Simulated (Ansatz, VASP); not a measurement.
LiF in VASP and in Ansatz

Contents of INCAR:

```
ALGO = Normal
EDIFF = 1E-6
ENCUT = 520
GGA = CA
ISIF = 2
ISMEAR = 0
LASPH = T
LCHARG = T
LELF = T
LREAL = F
LVHAR = T
LWAVE = F
NBANDS = 18
NELM = 100
PREC = Accurate
SIGMA = 0.05
```

KPOINTS

```
k-points
0
Gamma
  9 9 6
```

Contents of POSCAR:

```
LiF
1.0
    3.2573001070      0.0000000000      0.0000000000
   -1.6286500535      2.8209046404      0.0000000000
    0.0000000000      0.0000000000      4.5478424094
Li F
2 2
Direct
    0.3333333333      0.6666666667      0.3839784076
    0.6666666667      0.3333333333      0.8839784076
    0.3333333333      0.6666666667      0.9910195924
    0.6666666667      0.3333333333      0.4910195924
```

Input for Ansatz:

```yaml
crystal:
  lattice:
    - [3.257300107, 0.0, 0.0]
    - [-1.6286500535, 2.8209046404, 0.0]
    - [0.0, 0.0, 4.5478424094]
  atoms:
    - { symbol: Li, position: [0.3333333333, 0.6666666667, 0.3839784076] }
    - { symbol: Li, position: [0.6666666667, 0.3333333333, 0.8839784076] }
    - { symbol: F, position: [0.3333333333, 0.6666666667, 0.9910195924] }
    - { symbol: F, position: [0.6666666667, 0.3333333333, 0.4910195924] }
basis:
  ecutwfc: 520.0
kpoints:
  mp_grid: { grid: [9, 9, 6] }
hamiltonian:
  xc: lda
scf:
  occupations: { method: gaussian, width: 0.05 }
output:
  forces: true
  stress: true
  eigenvalues: true
```

Alike in both runs: task single point; functional LDA; k mesh 9 × 9 × 6; occupations gaussian, width 0.05 eV; no spin polarisation.

|  | VASP | Ansatz |
| --- | --- | --- |
| version | VASP 6.6.1 | Ansatz 0.2.0 |
| potentials or method | VASP PAW LDA potentials, release 64 (Li_sv, F), cutoff 520 eV | scalar-relativistic, plane waves, PAW |
| valence electrons in the cell | 20 | 20 |

```csv
,VASP,Ansatz,Ansatz less VASP
gap on the k mesh at the Fermi level (eV),7.11,7.12,+0.012
least direct gap on the mesh (eV),7.11,7.12,+0.012
rms of the force components (eV/Å),0.193,0.187,-0.0058
```

LDA's correlation is that of Perdew and Zunger in VASP and of Perdew and Wang (1992) in Ansatz. Atom by atom the forces differ by 0.006 eV/Å (rms over components).

Noted on VASP's run: the cutoff is short for stress, so the pressure is rough.
